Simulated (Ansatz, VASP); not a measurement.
## AgCl: VASP beside Ansatz

```
Ag Cl
1.0
     1.97325   -5.88432    0.00000
     1.97325    5.88432    0.00000
     0.00000    0.00000    4.17502
Ag Cl
2 2
Direct
  0.36480 0.63520 0.75000
  0.63520 0.36480 0.25000
  0.86778 0.13222 0.25000
  0.13222 0.86778 0.75000
```

Change from the starting cell: hydrostatic strain +5.9%.

Alike in both runs: task single point; functional r2SCAN; k mesh 8 × 8 × 6; no spin polarisation.

```csv
,VASP,Ansatz
version,VASP 6.6.1,Ansatz 0.2.0
potentials or method,"VASP PAW PBE potentials, release 64 (Ag, Cl)","plane waves, PAW"
plane-wave cutoff (eV),520,500
occupations,"gaussian, width 0.01 eV",fixed
valence electrons in the cell,36,52
```

Ansatz gave:

| Quantity | Value |
| --- | --- |
| gap on the k mesh at the Fermi level (eV) | 1.14 |
| pressure (GPa) | -4.3 |
| traceless stress, the component that is largest in VASP (GPa) | 2.22 |

Question: Which values does VASP return?

Answer: gap on the k mesh at the Fermi level (eV): 1.09; pressure (GPa): -4.4; traceless stress, the component that is largest in VASP (GPa): 2.23.

VASP's potentials were made for PBE, not for r2SCAN. VASP's potentials hold 36 valence electrons a cell and Ansatz's 52, so a difference there can come from the potentials and not from the codes.
